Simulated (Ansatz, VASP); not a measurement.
Ca2YFeC6N6: VASP beside Ansatz

Contents of INCAR:

```
  PREC = Accurate
  ENCUT = 520
  EDIFF = 1E-6
  ISMEAR = 0
  SIGMA = 0.1
  LREAL = Auto
  LASPH = True
  NELM = 150
  ALGO = Normal
  ISIF = 2
  LWAVE = False
  LCHARG = False
  ISPIN = 2
  MAGMOM = 0 0 0 4 0 0 0 0 0 0 0 0 0 0 0 0
  LORBIT = 11
  LMAXMIX = 4
  GGA = PE
  NBANDS = 64
```

The input KPOINTS:

```
regular mesh
0
Gamma
  4 4 4
```

POSCAR

```
Ca2YFeC6N6
1.0
    0.0000000000      5.3180000000      5.3180000000
    5.3180000000      0.0000000000      5.3180000000
    5.3180000000      5.3180000000      0.0000000000
Ca Y Fe C N
2 1 1 6 6
Direct
    0.2500000000      0.2500000000      0.2500000000
    0.7500000000      0.7500000000      0.7500000000
    0.5000000000      0.5000000000      0.5000000000
    0.0000000000      0.0000000000      0.0000000000
    0.8177886400      0.1822113600      0.1822113600
    0.1822113600      0.8177886400      0.1822113600
    0.1822113600      0.1822113600      0.8177886400
    0.1822113600      0.8177886400      0.8177886400
    0.8177886400      0.1822113600      0.8177886400
    0.8177886400      0.8177886400      0.1822113600
    0.7077848800      0.2922151200      0.2922151200
    0.2922151200      0.7077848800      0.2922151200
    0.2922151200      0.2922151200      0.7077848800
    0.2922151200      0.7077848800      0.7077848800
    0.7077848800      0.2922151200      0.7077848800
    0.7077848800      0.7077848800      0.2922151200
```

Input for Ansatz:

```yaml
crystal:
  lattice:
    - [0.0, 5.318, 5.318]
    - [5.318, 0.0, 5.318]
    - [5.318, 5.318, 0.0]
  atoms:
    - { symbol: Ca, position: [0.25, 0.25, 0.25] }
    - { symbol: Ca, position: [0.75, 0.75, 0.75] }
    - { symbol: "Y", position: [0.5, 0.5, 0.5] }
    - { symbol: Fe, position: [0.0, 0.0, 0.0], spin: 4.0 }
    - { symbol: C, position: [0.81778864, 0.18221136, 0.18221136] }
    - { symbol: C, position: [0.18221136, 0.81778864, 0.18221136] }
    - { symbol: C, position: [0.18221136, 0.18221136, 0.81778864] }
    - { symbol: C, position: [0.18221136, 0.81778864, 0.81778864] }
    - { symbol: C, position: [0.81778864, 0.18221136, 0.81778864] }
    - { symbol: C, position: [0.81778864, 0.81778864, 0.18221136] }
    - { symbol: "N", position: [0.70778488, 0.29221512, 0.29221512] }
    - { symbol: "N", position: [0.29221512, 0.70778488, 0.29221512] }
    - { symbol: "N", position: [0.29221512, 0.29221512, 0.70778488] }
    - { symbol: "N", position: [0.29221512, 0.70778488, 0.70778488] }
    - { symbol: "N", position: [0.70778488, 0.29221512, 0.70778488] }
    - { symbol: "N", position: [0.70778488, 0.70778488, 0.29221512] }
basis:
  ecutwfc: 420
kpoints:
  mp_grid: { grid: [4, 4, 4] }
hamiltonian:
  xc: pbe
scf:
  occupations: { method: gaussian, width: 0.1 }
  lower_state_search: "off"
output:
  forces: true
  stress: true
  eigenvalues: true
  populations: true
magnetization:
  spin_polarized: true
```

Alike in both runs: task single point; functional PBE; k mesh 4 × 4 × 4; occupations gaussian, width 0.1 eV; collinear spin.

|  | VASP | Ansatz |
| --- | --- | --- |
| version | VASP 6.6.1 | Ansatz 0.2.0 |
| potentials or method | VASP PAW PBE potentials, release 64 (Ca_sv, Y_sv, Fe, C, N), cutoff 520 eV | scalar-relativistic, plane waves, PAW |
| valence electrons in the cell | 93 | 101 |

Ansatz gave:

| Property | Result |
| --- | --- |
| gap on the k mesh at the Fermi level (eV) | none |
| pressure (GPa) | 4.7 |
| rms of the force components (eV/Å) | 0.819 |
| net moment per atom (μB) | 0.06 |
| size of the moment on the site where the two differ most (μB) | 0.18 |

Task: What did VASP give for the same quantities?

Result: gap on the k mesh at the Fermi level (eV): none; pressure (GPa): 5.1; rms of the force components (eV/Å): 0.941; net moment per atom (μB): 0.06; size of the moment on the site where the two differ most (μB): 0.07.

Site moments also hang on the region over which each program counts them. Atom by atom the forces differ by 0.197 eV/Å (rms over components). A gap of «none» marks a metal or a gap that the smearing closes. VASP's potentials hold 93 valence electrons a cell and Ansatz's 101, so a difference there can come from the potentials and not from the codes.

Noted on VASP's run: the standard files for N, O and F lose accuracy on very short bonds.
